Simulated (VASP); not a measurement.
Set up this calculation in VASP 6.6.1, as the native input.

| Property | Result |
| --- | --- |
| Task | single point |
| Functional | LDA |
| Potentials or basis | VASP PAW LDA potentials, release 64 (In_d, Au) |
| Cutoff | 520 eV |
| k mesh | 8 × 8 × 8 |
| Occupations | methfessel-paxton, width 0.1 eV |
| Spin | no spin polarisation |
| Dipole correction | no |
| Further INCAR settings | ALGO = Normal; EDIFF = 1e-06; NBANDS = 26 |

The structure of In2Au lies in POSCAR:

```
In2Au
1.0
    0.0000000000      3.2510000000      3.2510000000
    3.2510000000      0.0000000000      3.2510000000
    3.2510000000      3.2510000000      0.0000000000
In Au
2 1
Direct
    0.2500000000      0.2500000000      0.2500000000
    0.7500000000      0.7500000000      0.7500000000
    0.0000000000      0.0000000000      0.0000000000
```

One way to write it, as run:

INCAR

```
SYSTEM = In2Au
PREC = Accurate
ENCUT = 520
EDIFF = 1E-6
ISMEAR = 1
SIGMA = 0.1
LREAL = .FALSE.
LASPH = .TRUE.
NELM = 100
ALGO = Normal
ISIF = 2
LWAVE = .FALSE.
LCHARG = .FALSE.
GGA = CA
NBANDS = 26
```

KPOINTS

```
Automatic mesh
0
G
  8 8 8
  0 0 0
```

Potentials or basis: VASP PAW LDA potentials, release 64 (In_d, Au).

The run is started by

```bash
$ cat potpaw_LDA.64/In_d/POTCAR potpaw_LDA.64/Au/POTCAR > POTCAR
$ mpirun -np 1 vasp_std > vasp.out
```

It gave:

| Item | Value |
| --- | --- |
| Pressure | -1.1 GPa |

Wall time 77 s on 1 thread of AMD EPYC 7R43 64-Core Processor (Zen 3), with other jobs on the host, peak memory 0.16 GiB.
